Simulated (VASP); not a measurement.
# Te (P6_3/mmc) in VASP: notebook

Te is run at these levels: r2SCAN; tasks: single point, relaxation of cell and atoms.

Everything below comes from runs of VASP 6.6.1. Logs are shortened: lines on timing, memory, paths and dates and some standing lists are left out, and cuts for length are marked.

**1. The cell of the first run**

The structure is hexagonal, space group P6_3/mmc (No. 194). Conventional cell: a = 4.166 Å, b = 4.166 Å, c = 4.502 Å, α = 90.00°, β = 90.00°, γ = 120.00°. Te (site symmetry -6m2) has 12 Te at 3.29 to 4.17 Å within 4.3 Å.

**2. Single point, r2SCAN (volume scaled by 1.08)**

POSCAR reads:

```
Te
1.0
    4.1661638710      0.0000000000      0.0000000000
   -2.0830819355      3.6080037487      0.0000000000
    0.0000000000      0.0000000000      4.5015795751
Te
2
Direct
    0.3333333333      0.6666666667      0.2500000000
    0.6666666667      0.3333333333      0.7500000000
```

INCAR.step1 reads:

```
PREC = Accurate ; ENCUT = 520
ISMEAR = -1 ; SIGMA = 0.1
LREAL = False ; LASPH = True
NELM = 60 ; NBANDS = 13
GGA = PE ; ALGO = Normal
EDIFF = 1E-4 ; LWAVE = True
LCHARG = False
```

INCAR.step2 reads:

```
PREC = Accurate ; ENCUT = 520
EDIFF = 1E-6 ; ISMEAR = -1
SIGMA = 0.1 ; LREAL = False
LASPH = True ; NELM = 60
ALGO = Normal ; ISIF = 2
LWAVE = False ; LCHARG = False
METAGGA = R2SCAN ; LMIXTAU = True
NBANDS = 13 ; ISTART = 1
```

KPOINTS reads:

```
regular mesh
0
Gamma
  10 10 8
```

Potentials or basis: VASP PAW PBE potentials, release 64 (Te).

On the command line:

```sh
$ cat potpaw_PBE.64/Te/POTCAR > POTCAR
$ cp INCAR.step1 INCAR
$ mpirun -np 1 vasp_std > vasp.out
$ cp INCAR.step2 INCAR
$ mpirun -np 1 vasp_std > vasp.out
```

OUTCAR:

```text
PREC = Accurate
   ENCUT = 520
   EDIFF = 1E-6
   ISMEAR = -1
   LREAL = False
   LASPH = True
   NELM = 60
   ISIF = 2
   METAGGA = R2SCAN
   ISTART = 1

 ion  position               nearest neighbor table
   1  0.333  0.667  0.250-   2 3.29   2 3.29   2 3.29   2 3.29   2 3.29   2 3.29
   2  0.667  0.333  0.750-   1 3.29   1 3.29   1 3.29   1 3.29   1 3.29   1 3.29

  LATTYP: Found a hexagonal cell.
 ALAT       =     4.1661638710
 C/A-ratio  =     1.0805094841

  Lattice vectors:

 A1 = (   4.1661638710,   0.0000000000,   0.0000000000)
 A2 = (  -2.0830819355,   3.6080037487,   0.0000000000)
 A3 = (   0.0000000000,   0.0000000000,   4.5015795751)

Analysis of symmetry for initial positions (statically):
=====================================================================
 Subroutine PRICEL returns:
 Original cell was already a primitive cell.

 Routine SETGRP: Setting up the symmetry group for a
 hexagonal supercell.

 Subroutine GETGRP returns: Found 24 space group operations
 (whereof 12 operations were pure point group operations)
 out of a pool of 24 trial point group operations.

The static configuration has the point symmetry D_3d.
 The point group associated with its full space group is D_6h.

Analysis of symmetry for dynamics (positions and initial velocities):
=====================================================================
 Subroutine PRICEL returns:
 Original cell was already a primitive cell.

 Routine SETGRP: Setting up the symmetry group for a
 hexagonal supercell.

 Subroutine GETGRP returns: Found 24 space group operations
 (whereof 12 operations were pure point group operations)
 out of a pool of 24 trial point group operations.

The dynamic configuration has the point symmetry D_3d.
 The point group associated with its full space group is D_6h.

 Subroutine INISYM returns: Found 24 space group operations
 (whereof 12 operations are pure point group operations),
 and found     1 'primitive' translations

----------------------------------------------------------------------------------------

                                     Primitive cell

  volume of cell :      67.6657

  direct lattice vectors                    reciprocal lattice vectors
     4.166163871  0.000000000  0.000000000     0.240028965  0.138580787  0.000000000
    -2.083081936  3.608003749  0.000000000     0.000000000  0.277161575  0.000000000
[... 88 lines left out ...]
   NSW    =      0    number of steps for IOM
   IBRION =     -1    ionic relax: 0-MD 1-quasi-New 2-CG
   NFREE  =      0    steps in history (QN), initial steepest desc. (CG)
   ISIF   =      2    stress and relaxation
   ISYM   =      2    0-nonsym 1-usesym 2-fastsym
   POTIM  = 0.5000    time-step for ionic-motion
   TEBEG  =    0.0;   TEEND  =   0.0 temperature during run
   PSTRESS=    0.0 pullay stress
   NELECT =      12.0000    total number of electrons
   NUPDOWN=      -1.0000    fix difference up-down
   EMIN   =  10.00;   EMAX   =-10.00  energy-range for DOS
   EFERMI =   0.00;   METHOD = LEGACY
   ISMEAR =    -1;   SIGMA  =   0.10  broadening in eV -4-tet -1-fermi 0-gaus
   EFERMI_NEDOS =   21; number of points for ismear=-14 and -15
   IALGO  =     38    algorithm
   IMIX   =      4    mixing-type and parameters
     AMIX     =   0.40;   BMIX     =  1.00
     AMIX_MAG =   1.60;   BMIX_MAG =  1.00
  volume/ion in A,a.u.               =      33.83       228.32
  Fermi-wavevector in a.u.,A,eV,Ry     =   0.919770  1.738113 11.510210  0.845977
  Thomas-Fermi vector in A             =   2.045001
   LORBIT       =      0    0 simple, 1 ext, 2 COOP (PROOUT), +10 PAW based schemes
   METAGGA = R2SCAN    functional components
   LHFCALC =     F    Hartree Fock is set to
   AEXX    =    0.0000 exact exchange contribution
   IVDW    =     0    specifies the selected vdW correction
   LEPSILON=     F    determine dielectric tensor
   LRPA    =     F    only Hartree local field effects (RPA)
 non-spin polarized calculation
  energy-cutoff  :      520.00
  volume of cell :       67.67
 maximum number of plane-waves:      1859
 NGX is ok and might be reduce to    32
   NGX = 15   NGY = 15   NGZ = 17

 number of electron      12.0000000 magnetization

 Free energy of the ion-electron system (eV)
  ---------------------------------------------------
  ext. energy  EPLUGINS =         0.00000000
  ---------------------------------------------------
  free energy    TOTEN  =       -50.34428292 eV

  energy without entropy =      -50.30655497  energy(sigma->0) =      -50.32541895

 E-fermi :   5.6915     XC(G=0):  -9.6261

 val. band max:        5.6104859606   @ k =   0.2000   0.0000   0.3750
 cond. band min:       5.7093577534   @ k =   0.1000   0.0000   0.3750
 fundamental gap:      0.0988717928
 Fermi energy:         5.6914814637

 k-point     1 :       0.0000    0.0000    0.0000
  band No.  band energies     occupation
      1      -7.9777      2.00000
      2      -3.2741      2.00000
      3       1.3710      2.00000
      4       3.8114      2.00000
      5       3.8114      2.00000
      6       6.5253      0.00048
      7       6.5253      0.00048
      8       8.8280      0.00000
      9       9.5960      0.00000
     10      12.1697      0.00000
     11      14.0539      0.00000
     12      14.0539      0.00000
     13      15.1648      0.00000
[... 354 lines left out ...]
  band No.  band energies     occupation
      1      -6.3657      2.00000
      2      -4.9732      2.00000
      3       1.4564      2.00000
      4       2.3666      2.00000
      5       3.5698      2.00000
      6       4.2995      2.00000
      7       6.4771      0.00077
      8       7.0001      0.00000
      9      10.1777      0.00000
     10      12.7199      0.00000
     11      14.3856      0.00000
     12      14.9978      0.00000
     13      16.5239      0.00000

 [... further k-points ...]
[... 5 lines left out ...]
  --------------------------------------------------------------------------------------
  -------------------------------------------------------------------------------------
  Total       -1.1679825     -1.1679825     -2.1103442      0.0000000     -0.0000000      0.0000000
  in kB      -27.6553190    -27.6553190    -49.9684212      0.0000000     -0.0000000      0.0000000
  external PRESSURE =     -35.0930197 kB  Pullay stress =       0.0000000 kB

 VOLUME and BASIS-vectors are now :
 -----------------------------------------------------------------------------
  energy-cutoff  :      520.00
  volume of cell :       67.67
      direct lattice vectors                 reciprocal lattice vectors
     4.166163871  0.000000000  0.000000000     0.240028965  0.138580787  0.000000000
    -2.083081936  3.608003749  0.000000000     0.000000000  0.277161575  0.000000000
     0.000000000  0.000000000  4.501579575     0.000000000  0.000000000  0.222144246

 POSITION                                       TOTAL-FORCE (eV/Angst)
 -----------------------------------------------------------------------------------
     -0.00000      2.40534      1.12539         0.000000      0.000000      0.000000
      2.08308      1.20267      3.37618        -0.000000      0.000000      0.000000
 -----------------------------------------------------------------------------------
    total drift:                               -0.000000      0.000000     -0.000000

  FREE ENERGIE OF THE ION-ELECTRON SYSTEM (eV)
  ---------------------------------------------------
  free  energy   TOTEN  =       -50.3442829194 eV

  energy  without entropy=      -50.3065549722  energy(sigma->0) =      -50.32541895
```

OUTCAR.step1:

```text
PREC = Accurate
   ENCUT = 520
   ISMEAR = -1
   LREAL = False
   LASPH = True
[... 608 lines left out ...]
     -0.00000      2.40534      1.12539         0.000000     -0.000000      0.000000
      2.08308      1.20267      3.37618         0.000000      0.000000      0.000000
 -----------------------------------------------------------------------------------
    total drift:                               -0.000000      0.000000     -0.000000

  FREE ENERGIE OF THE ION-ELECTRON SYSTEM (eV)
  ---------------------------------------------------
  free  energy   TOTEN  =        -5.9109097067 eV

  energy  without entropy=       -5.8700330390  energy(sigma->0) =       -5.89047137
```

Run time: 4.2 min. Hardware: 1 thread of AMD EPYC 7R13 (Zen 3), shared host; peak memory 0.19 GiB.

Results:

```yaml
Free_energy: -50.3443 eV
Pressure: -3.5 GPa
Band_gap_on_the_k_mesh: zero (band 6 reaches 6.53 eV, above the bottom of band 7 at 4.65 eV)
```

Stress tensor (GPa, compression positive):
```
-2.77  0.00  0.00
 0.00 -2.77  0.00
 0.00  0.00 -5.00
```

Caveat: the cell differs from its parent crystal (volume scaled by 1.08); the PAW data sets were made with another functional, which shifts forces and pressure a little; spin-orbit coupling is left out, which moves the levels of the heavy elements.

**3. Single point, r2SCAN (volume scaled by 1.12)**

POSCAR reads:

```
Te
1.0
    4.2169757553      0.0000000000      0.0000000000
   -2.1084878776      3.6520081312      0.0000000000
    0.0000000000      0.0000000000      4.5564822979
Te
2
Direct
    0.3333333333      0.6666666667      0.2500000000
    0.6666666667      0.3333333333      0.7500000000
```

INCAR.step1 reads:

```
PREC = Accurate ; ENCUT = 520
ISMEAR = -1 ; SIGMA = 0.1
LREAL = F ; LASPH = T
NELM = 80 ; NBANDS = 13
GGA = PE ; ALGO = Normal
EDIFF = 1E-4 ; LWAVE = T
LCHARG = F
```

INCAR.step2 reads:

```
PREC = Accurate ; ENCUT = 520
EDIFF = 1E-6 ; ISMEAR = -1
SIGMA = 0.1 ; LREAL = F
LASPH = T ; NELM = 80
ALGO = Normal ; ISIF = 2
LWAVE = F ; LCHARG = T
METAGGA = R2SCAN ; LMIXTAU = T
LELF = T ; LVHAR = T
NBANDS = 13 ; ISTART = 1
```

KPOINTS is that of step 2.

Potentials or basis: VASP PAW PBE potentials, release 64 (Te).

On the command line:

```sh
$ cat potpaw_PBE.64/Te/POTCAR > POTCAR
$ cp INCAR.step1 INCAR
$ mpirun -np 1 vasp_std > vasp.out
$ cp INCAR.step2 INCAR
$ mpirun -np 1 vasp_std > vasp.out
```

It used 160 s of CPU time on 1 thread of AMD EPYC 7R13 Processor (Zen 3), with other jobs on the host.

The run converged. Its results:

```yaml
Free_energy: -50.2800 eV
Pressure: -4.7 GPa
Band_gap_on_the_k_mesh: zero (band 6 reaches 6.05 eV, above the bottom of band 7 at 4.21 eV)
```

Stress tensor (GPa, compression positive):
```
-3.72  0.00  0.00
 0.00 -3.72  0.00
 0.00  0.00 -6.60
```

Levels at points of the mesh, in eV from the Fermi level:
```
           k point  band 3  band 4  band 5  band 6  band 7  band 8  band 9  band 10
(0.00, 0.00, 0.00)   -4.13   -1.80   -1.80    0.81    0.81    2.97    4.03     6.44
(0.50, 0.00, 0.00)   -3.37   -3.05   -2.39   -0.74   -0.53    1.82    3.90     7.98
(0.00, 0.00, 0.50)   -0.75   -0.75   -0.49   -0.49   -0.49   -0.49    7.01     7.01
(0.50, 0.00, 0.50)   -4.94   -4.94   -1.29   -1.29    1.15    1.15    7.43     7.43
```

Caveat: the cell differs from its parent crystal (volume scaled by 1.12); the PAW data sets were made with another functional, which shifts forces and pressure a little; spin-orbit coupling is left out, which moves the levels of the heavy elements.

**4. Single point, r2SCAN**

This run uses another cell than the first one, of 31.33 Å³/atom, 0.926 times its volume.

POSCAR reads:

```
Te
1.0
    4.0606456864      0.0000000000      0.0000000000
   -2.0303228432      3.5166223202      0.0000000000
    0.0000000000      0.0000000000      4.3875661758
Te
2
Direct
    0.3333333333      0.6666666667      0.2500000000
    0.6666666667      0.3333333333      0.7500000000
```

INCAR.step1 reads:

```
PREC = Accurate ; ENCUT = 520
ISMEAR = -1 ; SIGMA = 0.1
LREAL = False ; LASPH = True
NELM = 60 ; NBANDS = 13
GGA = PE ; ALGO = Normal
EDIFF = 1E-4 ; LWAVE = True
LCHARG = False
```

INCAR.step2 reads:

```
PREC = Accurate ; ENCUT = 520
EDIFF = 1E-6 ; ISMEAR = -1
SIGMA = 0.1 ; LREAL = False
LASPH = True ; NELM = 60
ALGO = Normal ; ISIF = 2
LWAVE = False ; LCHARG = False
METAGGA = R2SCAN ; LMIXTAU = True
NBANDS = 13 ; ISTART = 1
```

KPOINTS reads:

```
Automatic mesh
0
Gamma
  15 15 12
```

On the command line:

```sh
$ cat potpaw_PBE.64/Te/POTCAR > POTCAR
$ cp INCAR.step1 INCAR
$ mpirun -np 1 vasp_std > vasp.out
$ cp INCAR.step2 INCAR
$ mpirun -np 1 vasp_std > vasp.out
```

Wall time 10 min (1 thread of AMD EPYC 7R13 (Zen 3), shared host); peak memory 0.24 GiB.

The run converged. Its results:

```
Free energy            : -50.3916 eV
Pressure               : -0.1 GPa
Band gap on the k mesh : zero (band 6 reaches 7.58 eV, above the bottom of band 7 at 5.28 eV)
```

Stress tensor (GPa, compression positive):
```
 0.13  0.00  0.00
 0.00  0.13  0.00
 0.00  0.00 -0.52
```

Levels at points of the mesh, in eV from the Fermi level:
```csv
k point,band 2,band 3,band 4,band 5,band 6,band 7,band 8,band 9,band 10,band 11
"(0.00, 0.00, 0.00)",-8.84,-4.77,-2.08,-2.08,0.87,0.87,3.50,3.61,6.51,8.40
"(0.00, 0.00, 0.50)",-12.45,-0.58,-0.58,-0.58,-0.58,-0.57,-0.57,6.82,6.82,6.82
```

Caveat: the PAW data sets were made with another functional, which shifts forces and pressure a little; spin-orbit coupling is left out, which moves the levels of the heavy elements.

[end of part 1 of 2]
